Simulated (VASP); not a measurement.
# TiSi (wurtzite type) (P6_3/mmc) in VASP: further runs

TiSi (wurtzite type) is run at these levels: PBEsol; tasks: single point.

Program: VASP 6.6.1. These are calculated values, not measurements. Logs are shortened: lines on timing, memory, paths and dates and some standing lists are left out, and cuts for length are marked.

## (1) The cell of the first run

It takes space group P6_3/mmc (No. 194, hexagonal). The conventional cell has a = 3.844 Å, b = 3.844 Å, c = 4.479 Å, α = 90.00°, β = 90.00°, γ = 120.00°. Within 2.9 Å of Ti (site symmetry -6m2) lie 5 Si at 2.22 to 2.24 Å. Si (site symmetry -6m2) has 5 Ti at 2.22 to 2.24 Å within 2.9 Å.

## (2) Single point, PBEsol

INCAR

```
SYSTEM = TiSi
PREC     = Accurate       ! precision mode
ENCUT    = 520            ! plane-wave cutoff, eV
EDIFF    = 1E-6           ! SCF threshold, eV
ISMEAR   = -1             ! smearing method
SIGMA    = 0.08           ! smearing width, eV
LREAL    = .False.        ! projectors in reciprocal space
LASPH    = .True.         ! aspherical terms in the spheres
NELM     = 100            ! most SCF steps
ALGO     = Normal         ! electronic algorithm
ISIF     = 2              ! what is computed and relaxed
LWAVE    = .False.        ! write WAVECAR
LCHARG   = .True.         ! write CHGCAR
GGA      = PS             ! functional
LELF     = .True.         ! ELF
LVHAR    = .True.       
NBANDS   = 24             ! bands
```

KPOINTS

```
Automatic mesh
0
Gamma
  10 10 5
  0 0 0
```

POSCAR

```
TiSi
1.0
    3.8443046486      0.0000000000      0.0000000000
   -1.9221523243      3.3292654856      0.0000000000
    0.0000000000      0.0000000000      4.4790282576
Ti Si
2 2
Direct
    0.3333333333      0.6666666667     -0.0619999663
    0.6666666667      0.3333333333      0.4380000337
    0.3333333333      0.6666666667      0.4379999663
    0.6666666667      0.3333333333      0.9379999663
```

Potentials or basis: VASP PAW PBE potentials, release 64 (Ti_sv, Si).

Launch:

```sh
> cat potpaw_PBE.64/Ti_sv/POTCAR potpaw_PBE.64/Si/POTCAR > POTCAR
> mpirun -np 1 vasp_std > vasp.out
```

OUTCAR:

```text
SYSTEM = TiSi
   PREC = Accurate
   ENCUT = 520
   EDIFF = 1E-6
   ISMEAR = -1
   LREAL = .False.
   LASPH = .True.
   NELM = 100
   ISIF = 2
   GGA = PS

 ion  position               nearest neighbor table
   1  0.333  0.667  0.938-   4 2.22   4 2.22   4 2.22   3 2.24   3 2.24
   2  0.667  0.333  0.438-   3 2.22   3 2.22   3 2.22   4 2.24   4 2.24
   3  0.333  0.667  0.438-   2 2.22   2 2.22   2 2.22   1 2.24   1 2.24
   4  0.667  0.333  0.938-   1 2.22   1 2.22   1 2.22   2 2.24   2 2.24

  LATTYP: Found a hexagonal cell.
 ALAT       =     3.8443046486
 C/A-ratio  =     1.1651075206

  Lattice vectors:

 A1 = (   3.8443046486,   0.0000000000,   0.0000000000)
 A2 = (  -1.9221523243,   3.3292654856,   0.0000000000)
 A3 = (   0.0000000000,   0.0000000000,   4.4790282576)

Analysis of symmetry for initial positions (statically):
=====================================================================
 Subroutine PRICEL returns:
 Original cell was already a primitive cell.

 Routine SETGRP: Setting up the symmetry group for a
 hexagonal supercell.

 Subroutine GETGRP returns: Found 24 space group operations
 (whereof  6 operations were pure point group operations)
 out of a pool of 24 trial point group operations.

The static configuration has the point symmetry C_3v.
 The point group associated with its full space group is D_6h.

Analysis of symmetry for dynamics (positions and initial velocities):
=====================================================================
 Subroutine PRICEL returns:
 Original cell was already a primitive cell.

 Routine SETGRP: Setting up the symmetry group for a
 hexagonal supercell.

 Subroutine GETGRP returns: Found 24 space group operations
 (whereof  6 operations were pure point group operations)
 out of a pool of 24 trial point group operations.

The dynamic configuration has the point symmetry C_3v.
 The point group associated with its full space group is D_6h.

 Subroutine INISYM returns: Found 24 space group operations
 (whereof  6 operations are pure point group operations),
 and found     1 'primitive' translations

----------------------------------------------------------------------------------------

[... 86 lines left out ...]
 SYSTEM =  TiSi
   PREC   = accura    normal or accurate (medium, high low for compatibility)
   ISTART =      0    job   : 0-new  1-cont  2-samecut
   ICHARG =      2    charge: 1-file 2-atom 10-const
   ISPIN  =      1    spin polarized calculation?
   LNONCOLLINEAR =      F non collinear calculations
   LSORBIT =      F    spin-orbit coupling
   LASPH  =      T    aspherical Exc in radial PAW
   ENCUT  =  520.0 eV  38.22 Ry    6.18 a.u.   7.15  7.15  8.33*2*pi/ulx,y,z
   NELM   =    100;   NELMIN=  2; NELMDL= -5     # of ELM steps
   EDIFF  = 0.1E-05   stopping-criterion for ELM
   LREAL  =      F    real-space projection
   EDIFFG = 0.1E-04   stopping-criterion for IOM
   NSW    =      0    number of steps for IOM
   IBRION =     -1    ionic relax: 0-MD 1-quasi-New 2-CG
   NFREE  =      0    steps in history (QN), initial steepest desc. (CG)
   ISIF   =      2    stress and relaxation
   ISYM   =      2    0-nonsym 1-usesym 2-fastsym
   POTIM  = 0.5000    time-step for ionic-motion
   TEBEG  =    0.0;   TEEND  =   0.0 temperature during run
   PSTRESS=    0.0 pullay stress
   NELECT =      32.0000    total number of electrons
   NUPDOWN=      -1.0000    fix difference up-down
   EMIN   =  10.00;   EMAX   =-10.00  energy-range for DOS
   EFERMI =   0.00;   METHOD = LEGACY
   ISMEAR =    -1;   SIGMA  =   0.08  broadening in eV -4-tet -1-fermi 0-gaus
   EFERMI_NEDOS =   21; number of points for ismear=-14 and -15
   IALGO  =     38    algorithm
   IMIX   =      4    mixing-type and parameters
     AMIX     =   0.40;   BMIX     =  1.00
     AMIX_MAG =   1.60;   BMIX_MAG =  1.00
  volume/ion in A,a.u.               =      14.33        96.71
  Fermi-wavevector in a.u.,A,eV,Ry     =   1.347953  2.547262 24.721484  1.816978
  Thomas-Fermi vector in A             =   2.475662
   LORBIT       =      0    0 simple, 1 ext, 2 COOP (PROOUT), +10 PAW based schemes
   GGA     = PS    functional components
   LHFCALC =     F    Hartree Fock is set to
   AEXX    =    0.0000 exact exchange contribution
   IVDW    =     0    specifies the selected vdW correction
   LEPSILON=     F    determine dielectric tensor
   LRPA    =     F    only Hartree local field effects (RPA)
 non-spin polarized calculation
  energy-cutoff  :      520.00
  volume of cell :       57.33
 maximum number of plane-waves:      1572
 NGX is ok and might be reduce to    30
   NGX = 15   NGY = 15   NGZ = 17

 number of electron      31.9999997 magnetization

 Free energy of the ion-electron system (eV)
  ---------------------------------------------------
  ext. energy  EPLUGINS =         0.00000000
  ---------------------------------------------------
  free energy    TOTEN  =       -25.32056079 eV

  energy without entropy =      -25.30097499  energy(sigma->0) =      -25.31076789

 E-fermi :   8.6258     XC(G=0): -11.6126

 val. band max:        8.5415843484   @ k =   0.1000   0.1000   0.0000
 cond. band min:       8.6616458665   @ k =   0.1000   0.0000   0.0000
 fundamental gap:      0.1200615180
 Fermi energy:         8.6257615922

 k-point     1 :       0.0000    0.0000    0.0000
  band No.  band energies     occupation
      1     -46.5830      2.00000
      2     -46.5225      2.00000
      3     -23.2204      2.00000
      4     -23.2204      2.00000
      5     -23.0994      2.00000
      6     -23.0994      2.00000
[... 637 lines left out ...]
     23      13.1769      0.00000
     24      14.1299      0.00000

 [... further k-points ...]
[... 5 lines left out ...]
  --------------------------------------------------------------------------------------
  -------------------------------------------------------------------------------------
  Total       20.0912647     20.0912647     20.0488432     -0.0000000      0.0000000      0.0000000
  in kB      561.5233627    561.5233627    560.3377394     -0.0000000      0.0000000      0.0000000
  external PRESSURE =     561.1281550 kB  Pullay stress =       0.0000000 kB

 VOLUME and BASIS-vectors are now :
 -----------------------------------------------------------------------------
  energy-cutoff  :      520.00
  volume of cell :       57.33
      direct lattice vectors                 reciprocal lattice vectors
     3.844304649  0.000000000  0.000000000     0.260125066  0.150183277  0.000000000
    -1.922152324  3.329265486  0.000000000     0.000000000  0.300366554  0.000000000
     0.000000000  0.000000000  4.479028258     0.000000000  0.000000000  0.223262713

 POSITION                                       TOTAL-FORCE (eV/Angst)
 -----------------------------------------------------------------------------------
     -0.00000      2.21951      4.20133        -0.000000     -0.000000      0.000000
      1.92215      1.10976      1.96181         0.000000     -0.000000     -0.000000
     -0.00000      2.21951      1.96181         0.000000      0.000000      0.000000
      1.92215      1.10976      4.20133        -0.000000      0.000000      0.000000
 -----------------------------------------------------------------------------------
    total drift:                               -0.000000      0.000000     -0.000041

  FREE ENERGIE OF THE ION-ELECTRON SYSTEM (eV)
  ---------------------------------------------------
  free  energy   TOTEN  =       -25.3205607909 eV

  energy  without entropy=      -25.3009749917  energy(sigma->0) =      -25.31076789
```

Run time: 73 s. Hardware: 1 thread of Intel Xeon Platinum 8259CL at 2.50GHz (Skylake/Cascade Lake), shared host; peak memory 0.2 GiB.

Results:

```yaml
Free_energy: -25.3206 eV
Pressure: 56.1 GPa
Band_gap_on_the_k_mesh: zero (band 16 reaches 9.13 eV, above the bottom of band 17 at 8.30 eV)
```

Caveat: the PAW data sets were made with another functional, which shifts forces and pressure a little.

## (3) Single point, PBEsol

This run uses another cell than the first one, of 11.45 Å³/atom, 0.799 times its volume.

INCAR

```
SYSTEM = TiSi
PREC = Accurate
ENCUT = 520
EDIFF = 1E-6
ISMEAR = -1
SIGMA = 0.08
LREAL = .False.
LASPH = .True.
NELM = 80
ALGO = Normal
ISIF = 2
LWAVE = .False.
LCHARG = .False.
GGA = PS
NBANDS = 24
```

KPOINTS

```
regular mesh
0
Gamma
  11 11 6
  0 0 0
```

POSCAR

```
TiSi
1.0
    2.5798311197      0.0000000000      0.0000000000
   -1.2899155599      2.2341992872      0.0000000000
    0.0000000000      0.0000000000      7.9449191389
Ti Si
2 2
Direct
    0.0000000000      0.0000000000      0.0000000000
    0.0000000000      0.0000000000      0.5000000000
    0.3333333333      0.6666666667      0.2500000000
    0.6666666667      0.3333333333      0.7500000000
```

Potentials or basis: VASP PAW PBE potentials, release 64 (Ti_sv, Si).

Launch:

```sh
> cat potpaw_PBE.64/Ti_sv/POTCAR potpaw_PBE.64/Si/POTCAR > POTCAR
> mpirun -np 1 vasp_std > vasp.out
```

Wall time 61 s (1 thread of Intel Xeon Platinum 8259CL at 2.50GHz (Skylake/Cascade Lake), shared host); peak memory 0.2 GiB.

The run converged. Its results:

```
Free energy            : -28.7807 eV
Pressure               : 55.7 GPa
Band gap on the k mesh : zero (band 16 reaches 14.35 eV, above the bottom of band 17 at 12.10 eV)
```

Stress tensor (GPa, compression positive):
```
55.62  0.00  0.00
 0.00 55.62  0.00
 0.00  0.00 55.88
```

Levels at points of the mesh, in eV from the Fermi level:
```tsv
k point	band 14	band 15	band 16	band 17	band 18	band 19
(0.00, 0.00, 0.00)	-0.92	1.43	1.43	1.49	1.49	3.37
(0.00, 0.00, 0.50)	-1.39	1.46	1.46	1.46	1.46	3.53
```

Caveat: the PAW data sets were made with another functional, which shifts forces and pressure a little.

## (4) Single point, PBEsol

This run uses another cell than the first one, of 11.45 Å³/atom, 0.799 times its volume.

INCAR

```
PREC = Accurate
ENCUT = 520
EDIFF = 1E-6
ISMEAR = -1
SIGMA = 0.08
LREAL = False
LASPH = True
NELM = 80
ALGO = Normal
ISIF = 2
LWAVE = False
LCHARG = False
GGA = PS
NBANDS = 24
```

KPOINTS

```
regular mesh
0
Gamma
  11 11 6
```

POSCAR is that of step 3.

Launch:

```sh
> cat potpaw_PBE.64/Ti_sv/POTCAR potpaw_PBE.64/Si/POTCAR > POTCAR
> mpirun -np 1 vasp_std > vasp.out
```

Wall time 98 s (1 thread of Intel Xeon Platinum 8259CL at 2.50GHz (Skylake/Cascade Lake), shared host); peak memory 0.2 GiB.

Results (log left out):

```yaml
Free_energy: -28.7807 eV
Pressure: 55.7 GPa
Band_gap_on_the_k_mesh: zero (band 16 reaches 14.35 eV, above the bottom of band 17 at 12.10 eV)
```

Stress tensor (GPa, compression positive):
```
55.62  0.00  0.00
 0.00 55.62  0.00
 0.00  0.00 55.88
```

Levels at points of the mesh, in eV from the Fermi level:
```tsv
k point	band 13	band 14	band 15	band 16	band 17	band 18	band 19	band 20
(0.00, 0.00, 0.00)	-2.93	-0.92	1.43	1.43	1.49	1.49	3.37	3.37
(0.00, 0.00, 0.50)	-1.39	-1.39	1.46	1.46	1.46	1.46	3.53	3.53
```

Caveat: the PAW data sets were made with another functional, which shifts forces and pressure a little.
